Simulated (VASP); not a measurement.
# ZnS (F-43m) in VASP: further runs

The runs below take ZnS through electric field gradients, with PBE.

All numbers are computed with VASP 6.6.1; they aren't measurements. Logs are shortened: lines on timing, memory, paths and dates and some standing lists are left out, and cuts for length are marked.

## Step 1: The cell of the first run

The structure is cubic, space group F-43m (No. 216). Conventional cell: a = 5.336 Å, b = 5.336 Å, c = 5.336 Å, α = 90.00°, β = 90.00°, γ = 90.00°. Within 3.1 Å of Zn (site symmetry -43m) lie 4 S at 2.31 Å. S (site symmetry -43m) has 4 Zn at 2.31 Å within 3.1 Å.

## Step 2: Electric field gradients, PBE (volume scaled by 0.96)

INCAR

```
SYSTEM = ZnS
PREC = Accurate ; ENCUT = 520
EDIFF = 1E-8 ; ISMEAR = -1
SIGMA = 0.01 ; LREAL = .FALSE.
LASPH = .TRUE. ; NELM = 60
ALGO = Normal ; ISIF = 2
LWAVE = .FALSE. ; LCHARG = .FALSE.
GGA = PE ; LEFG = .TRUE.
NBANDS = 16
```

KPOINTS

```
regular mesh
0
G
  8 8 8
  0 0 0
```

POSCAR

```
ZnS
1.0
    0.0000000000      2.6680961947      2.6680961947
    2.6680961947      0.0000000000      2.6680961947
    2.6680961947      2.6680961947      0.0000000000
Zn S
1 1
Direct
    0.0000000000      0.0000000000      0.0000000000
    0.7500000000      0.7500000000      0.7500000000
```

Potentials or basis: VASP PAW PBE potentials, release 64 (Zn, S).

Started as:

```bash
$ cat potpaw_PBE.64/Zn/POTCAR potpaw_PBE.64/S/POTCAR > POTCAR
$ mpirun -np 1 vasp_std > vasp.out
```

OUTCAR:

```text
SYSTEM = ZnS
   PREC = Accurate
   ENCUT = 520
   EDIFF = 1E-8
   ISMEAR = -1
   LREAL = .FALSE.
   LASPH = .TRUE.
   NELM = 60
   ISIF = 2
   GGA = PE

 ion  position               nearest neighbor table
   1  0.000  0.000  0.000-   2 2.31   2 2.31   2 2.31   2 2.31
   2  0.750  0.750  0.750-   1 2.31   1 2.31   1 2.31   1 2.31

  LATTYP: Found a face centered cubic cell.
 ALAT       =     5.3361923894

  Lattice vectors:

 A1 = (   0.0000000000,   2.6680961947,   2.6680961947)
 A2 = (   2.6680961947,   0.0000000000,   2.6680961947)
 A3 = (   2.6680961947,   2.6680961947,   0.0000000000)

Analysis of symmetry for initial positions (statically):
=====================================================================
 Subroutine PRICEL returns:
 Original cell was already a primitive cell.

 Routine SETGRP: Setting up the symmetry group for a
 face centered cubic supercell.

 Subroutine GETGRP returns: Found 24 space group operations
 (whereof 24 operations were pure point group operations)
 out of a pool of 48 trial point group operations.

The static configuration has the point symmetry T_d .

Analysis of symmetry for dynamics (positions and initial velocities):
=====================================================================
 Subroutine PRICEL returns:
 Original cell was already a primitive cell.

 Routine SETGRP: Setting up the symmetry group for a
 face centered cubic supercell.

 Subroutine GETGRP returns: Found 24 space group operations
 (whereof 24 operations were pure point group operations)
 out of a pool of 48 trial point group operations.

The dynamic configuration has the point symmetry T_d .

 Subroutine INISYM returns: Found 24 space group operations
 (whereof 24 operations are pure point group operations),
 and found     1 'primitive' translations

----------------------------------------------------------------------------------------

                                     Primitive cell

  volume of cell :      37.9870

  direct lattice vectors                    reciprocal lattice vectors
     0.000000000  2.668096195  2.668096195    -0.187399540  0.187399540  0.187399540
     2.668096195  0.000000000  2.668096195     0.187399540 -0.187399540  0.187399540
     2.668096195  2.668096195  0.000000000     0.187399540  0.187399540 -0.187399540

  length of vectors
     3.773257824  3.773257824  3.773257824     0.324585525  0.324585525  0.324585525

  position of ions in fractional coordinates (direct lattice)
     0.000000000  0.000000000  0.000000000
     0.750000000  0.750000000  0.750000000

  ion indices of the primitive-cell ions
   primitive index   ion index
                 1           1
                 2           2

----------------------------------------------------------------------------------------

 KPOINTS: regular mesh

Automatic generation of k-mesh.
 Grid dimensions read from file:
 generate k-points for:    8    8    8

 Generating k-lattice:

  Cartesian coordinates                     Fractional coordinates (reciprocal lattice)
    -0.023424943  0.023424943  0.023424943     0.125000000  0.000000000  0.000000000
     0.023424943 -0.023424943  0.023424943     0.000000000  0.125000000  0.000000000
     0.023424943  0.023424943 -0.023424943     0.000000000  0.000000000  0.125000000

  Length of vectors
     0.040573191  0.040573191  0.040573191

  Shift w.r.t. Gamma in fractional coordinates (k-lattice)
     0.000000000  0.000000000  0.000000000

 Subroutine IBZKPT returns following result:
 ===========================================

 Found     29 irreducible k-points:

 Following reciprocal coordinates:
            Coordinates               Weight
  0.000000  0.000000  0.000000      1.000000
  0.125000  0.000000  0.000000      8.000000
  0.250000  0.000000  0.000000      8.000000
  0.375000  0.000000  0.000000      8.000000
  0.500000  0.000000  0.000000      4.000000
  0.125000  0.125000  0.000000      6.000000
[... 16 lines left out ...]
  0.500000  0.250000  0.125000     48.000000
 -0.375000  0.250000  0.125000     24.000000
 [... further k-points ...]
   k-points           NKPTS =     29   k-points in BZ     NKDIM =     29   number of bands    NBANDS=     16
   number of dos      NEDOS =    301   number of ions     NIONS =      2
   total plane-waves  NPLWV =  21952
   dimension x,y,z NGX =    28 NGY =   28 NGZ =   28
   dimension x,y,z NGXF=    56 NGYF=   56 NGZF=   56
   ions per type =               1   1
   NGX,Y,Z   is equivalent  to a cutoff of  12.34, 12.34, 12.34 a.u.
   NGXF,Y,Z  is equivalent  to a cutoff of  24.67, 24.67, 24.67 a.u.
 SYSTEM =  ZnS
   PREC   = accura    normal or accurate (medium, high low for compatibility)
   ISTART =      0    job   : 0-new  1-cont  2-samecut
   ICHARG =      2    charge: 1-file 2-atom 10-const
   ISPIN  =      1    spin polarized calculation?
   LNONCOLLINEAR =      F non collinear calculations
   LSORBIT =      F    spin-orbit coupling
   LASPH  =      T    aspherical Exc in radial PAW
   ENCUT  =  520.0 eV  38.22 Ry    6.18 a.u.   7.02  7.02  7.02*2*pi/ulx,y,z
   NELM   =     60;   NELMIN=  2; NELMDL= -5     # of ELM steps
   EDIFF  = 0.1E-07   stopping-criterion for ELM
   LREAL  =      F    real-space projection
   EDIFFG = 0.1E-06   stopping-criterion for IOM
   NSW    =      0    number of steps for IOM
   IBRION =     -1    ionic relax: 0-MD 1-quasi-New 2-CG
   NFREE  =      0    steps in history (QN), initial steepest desc. (CG)
   ISIF   =      2    stress and relaxation
   ISYM   =      2    0-nonsym 1-usesym 2-fastsym
   POTIM  = 0.5000    time-step for ionic-motion
   TEBEG  =    0.0;   TEEND  =   0.0 temperature during run
   PSTRESS=    0.0 pullay stress
   NELECT =      18.0000    total number of electrons
   NUPDOWN=      -1.0000    fix difference up-down
   EMIN   =  10.00;   EMAX   =-10.00  energy-range for DOS
   EFERMI =   0.00;   METHOD = LEGACY
   ISMEAR =    -1;   SIGMA  =   0.01  broadening in eV -4-tet -1-fermi 0-gaus
   EFERMI_NEDOS =   21; number of points for ismear=-14 and -15
   IALGO  =     38    algorithm
   IMIX   =      4    mixing-type and parameters
     AMIX     =   0.40;   BMIX     =  1.00
     AMIX_MAG =   1.60;   BMIX_MAG =  1.00
  volume/ion in A,a.u.               =      18.99       128.17
  Fermi-wavevector in a.u.,A,eV,Ry     =   1.276304  2.411865 22.163242  1.628952
  Thomas-Fermi vector in A             =   2.408968
   LORBIT       =      0    0 simple, 1 ext, 2 COOP (PROOUT), +10 PAW based schemes
   GGA     = PE    functional components
   LHFCALC =     F    Hartree Fock is set to
   AEXX    =    0.0000 exact exchange contribution
   IVDW    =     0    specifies the selected vdW correction
   LEPSILON=     F    determine dielectric tensor
   LRPA    =     F    only Hartree local field effects (RPA)
 non-spin polarized calculation
  energy-cutoff  :      520.00
  volume of cell :       37.99
 maximum number of plane-waves:      1036
   NGX = 13   NGY = 13   NGZ = 13

 number of electron      18.0000019 magnetization

 Free energy of the ion-electron system (eV)
  ---------------------------------------------------
  ext. energy  EPLUGINS =         0.00000000
  ---------------------------------------------------
  free energy    TOTEN  =        -6.81669910 eV

  energy without entropy =       -6.81669910  energy(sigma->0) =       -6.81669910

 E-fermi :   2.7380     XC(G=0):  -9.8094

 val. band max:        2.4685396703   @ k =   0.0000   0.0000   0.0000
 cond. band min:       4.7511243664   @ k =   0.0000   0.0000   0.0000
 fundamental gap:      2.2825846961
 Fermi energy:         2.7379552441

 k-point     1 :       0.0000    0.0000    0.0000
  band No.  band energies     occupation
      1     -10.9436      2.00000
      2      -4.0294      2.00000
      3      -4.0294      2.00000
      4      -4.0294      2.00000
      5      -3.4850      2.00000
      6      -3.4850      2.00000
[... 8 lines left out ...]
     15      14.2738      0.00000
     16      14.5533      0.00000

 k-point     2 :       0.1250    0.0000    0.0000
  band No.  band energies     occupation
      1     -10.8190      2.00000
      2      -4.0316      2.00000
      3      -4.0066      2.00000
      4      -4.0066      2.00000
      5      -3.4870      2.00000
      6      -3.4870      2.00000
[... 8 lines left out ...]
     15      13.6655      0.00000
     16      15.3281      0.00000

 k-point     3 :       0.2500    0.0000    0.0000
  band No.  band energies     occupation
      1     -10.4922      2.00000
      2      -3.9919      2.00000
      3      -3.9568      2.00000
      4      -3.9568      2.00000
      5      -3.4835      2.00000
      6      -3.4835      2.00000
[... 8 lines left out ...]
     15      13.4678      0.00000
     16      14.7876      0.00000

 k-point     4 :       0.3750    0.0000    0.0000
  band No.  band energies     occupation
      1     -10.1182      2.00000
      2      -3.9176      2.00000
      3      -3.9176      2.00000
      4      -3.7768      2.00000
      5      -3.4648      2.00000
      6      -3.4648      2.00000
[... 8 lines left out ...]
     15      14.6193      0.00000
     16      14.6193      0.00000

 k-point     5 :       0.5000    0.0000    0.0000
  band No.  band energies     occupation
      1      -9.9452      2.00000
      2      -3.9053      2.00000
      3      -3.9053      2.00000
      4      -3.4515      2.00000
      5      -3.4515      2.00000
      6      -3.2752      2.00000
[... 8 lines left out ...]
     15      15.9732      0.00000
     16      15.9732      0.00000

 k-point     6 :       0.1250    0.1250    0.0000
  band No.  band energies     occupation
      1     -10.7774      2.00000
      2      -4.0545      2.00000
      3      -3.9874      2.00000
      4      -3.9874      2.00000
      5      -3.5036      2.00000
      6      -3.4728      2.00000
[... 8 lines left out ...]
     15      14.4765      0.00000
     16      15.8789      0.00000
[... 267 lines left out ...]
 k-point    21 :       0.5000    0.5000    0.0000
  band No.  band energies     occupation
      1      -9.6080      2.00000
      2      -4.0927      2.00000
      3      -3.6556      2.00000
      4      -3.6556      2.00000
      5      -3.4015      2.00000
      6      -3.2550      2.00000
[... 8 lines left out ...]
     15      16.2370      0.00000
     16      17.1419      0.00000

 k-point    22 :       0.3750    0.2500    0.1250
  band No.  band energies     occupation
      1     -10.2351      2.00000
      2      -4.0208      2.00000
      3      -3.8877      2.00000
      4      -3.8604      2.00000
      5      -3.5110      2.00000
      6      -3.4431      2.00000
[... 8 lines left out ...]
     15      15.3547      0.00000
     16      17.8056      0.00000

 k-point    23 :       0.5000    0.2500    0.1250
  band No.  band energies     occupation
      1      -9.9217      2.00000
      2      -3.9187      2.00000
      3      -3.8556      2.00000
      4      -3.7147      2.00000
      5      -3.4672      2.00000
      6      -3.4105      2.00000
[... 8 lines left out ...]
     15      16.4291      0.00000
     16      16.9428      0.00000

 k-point    24 :      -0.3750    0.2500    0.1250
  band No.  band energies     occupation
      1      -9.7806      2.00000
      2      -3.8970      2.00000
      3      -3.8312      2.00000
      4      -3.5527      2.00000
      5      -3.4724      2.00000
      6      -3.1966      2.00000
[... 8 lines left out ...]
     15      16.0744      0.00000
     16      16.9078      0.00000

 [... further k-points ...]
[... 5 lines left out ...]
  --------------------------------------------------------------------------------------
  -------------------------------------------------------------------------------------
  Total        1.1689031      1.1689031      1.1689031      0.0000000      0.0000000     -0.0000000
  in kB       49.3008753     49.3008753     49.3008753      0.0000000      0.0000000     -0.0000000
  external PRESSURE =      49.3008753 kB  Pullay stress =       0.0000000 kB

 VOLUME and BASIS-vectors are now :
 -----------------------------------------------------------------------------
  energy-cutoff  :      520.00
  volume of cell :       37.99
      direct lattice vectors                 reciprocal lattice vectors
     0.000000000  2.668096195  2.668096195    -0.187399540  0.187399540  0.187399540
     2.668096195  0.000000000  2.668096195     0.187399540 -0.187399540  0.187399540
     2.668096195  2.668096195  0.000000000     0.187399540  0.187399540 -0.187399540

 POSITION                                       TOTAL-FORCE (eV/Angst)
 -----------------------------------------------------------------------------------
      0.00000      0.00000      0.00000         0.000000      0.000000      0.000000
      4.00214      4.00214      4.00214        -0.000000     -0.000000     -0.000000
 -----------------------------------------------------------------------------------
    total drift:                               -0.000002     -0.000002     -0.000002

  FREE ENERGIE OF THE ION-ELECTRON SYSTEM (eV)
  ---------------------------------------------------
  free  energy   TOTEN  =        -6.8166991034 eV

  energy  without entropy=       -6.8166991034  energy(sigma->0) =       -6.81669910

 Electric field gradients (V/A^2)
---------------------------------------------------------------------
 ion       V_xx      V_yy      V_zz      V_xy      V_xz      V_yz
---------------------------------------------------------------------
   1      -0.000     0.000    -0.000    -0.001    -0.001    -0.001
   2       0.000     0.000     0.000    -0.000    -0.000    -0.000
---------------------------------------------------------------------

 Electric field gradients after diagonalization (V/A^2)
 (convention: |V_zz| > |V_xx| > |V_yy|)
----------------------------------------------------------------------
 ion       V_xx      V_yy      V_zz     asymmetry (V_yy - V_xx)/ V_zz
----------------------------------------------------------------------
   1       0.001     0.001    -0.001       0.000
   2       0.000     0.000    -0.001       0.000
----------------------------------------------------------------------

           NMR quadrupolar parameters

 Cq : quadrupolar parameter    Cq=e*Q*V_zz/h
 eta: asymmetry parameters     (V_yy - V_xx)/ V_zz
 Q  : nuclear electric quadrupole moment in mb (millibarn)
----------------------------------------------------------------------
 ion       Cq(MHz)       eta       Q (mb)
----------------------------------------------------------------------
   1      -0.000       0.000       1.000
   2      -0.000       0.000       1.000
----------------------------------------------------------------------
```

Run time: 28 s. Hardware: 1 thread of Intel Xeon 8259CL, shared host; peak memory 0.16 GiB.

What came out:

```
Free energy            : -6.8167 eV
Pressure               : 4.9 GPa
Band gap on the k mesh : 2.28 eV, direct
```

Caveat: without QUAD_EFG the Cq values of the log hold for a quadrupole moment of 1 mb, not for the nuclei.

(Continued in part 2 of 3.)
